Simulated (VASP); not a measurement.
In, 3 atoms in the cell. Symmetry: P6/mmm, No. 191, hexagonal system. Conventional cell: a = 5.511 Å, b = 5.511 Å, c = 3.448 Å, α = 90.00°, β = 90.00°, γ = 120.00°. Within 4.5 Å of In (site symmetry 6/mmm) lie 14 In at 3.45 to 3.62 Å. Within 4.2 Å of In (site symmetry -6m2) lie 11 In at 3.18 to 3.62 Å. This isn't the form of In at room conditions, which is tetragonal.

```yaml
Program: VASP 6.6.1
Task: single point
Functional: BLYP
Potentials_or_basis: VASP PAW PBE potentials, release 64 (In_d)
Cutoff: 520 eV
k_mesh: 8 × 8 × 10
Occupations: fermi-dirac, width 0.1 eV
Spin: no spin polarisation
Dipole_correction: no
Further_INCAR_settings: ALGO = Normal; EDIFF = 1e-06; NBANDS = 26
```

Potentials or basis: VASP PAW PBE potentials, release 64 (In_d).

Command:

```sh
$ cat potpaw_PBE.64/In_d/POTCAR > POTCAR
$ mpirun -np 1 vasp_std > vasp.out
```

Hardware: 1 thread of Intel(R) Xeon(R) Platinum 8488C (Sapphire Rapids) (shared host).

Q: How long does it take, and how much memory?

A: Run time: 2.1 min on 1 thread of Intel(R) Xeon(R) Platinum 8488C (Sapphire Rapids), on a shared host, peak memory 0.26 GiB. Counts: scf iterations 12, k points 60.
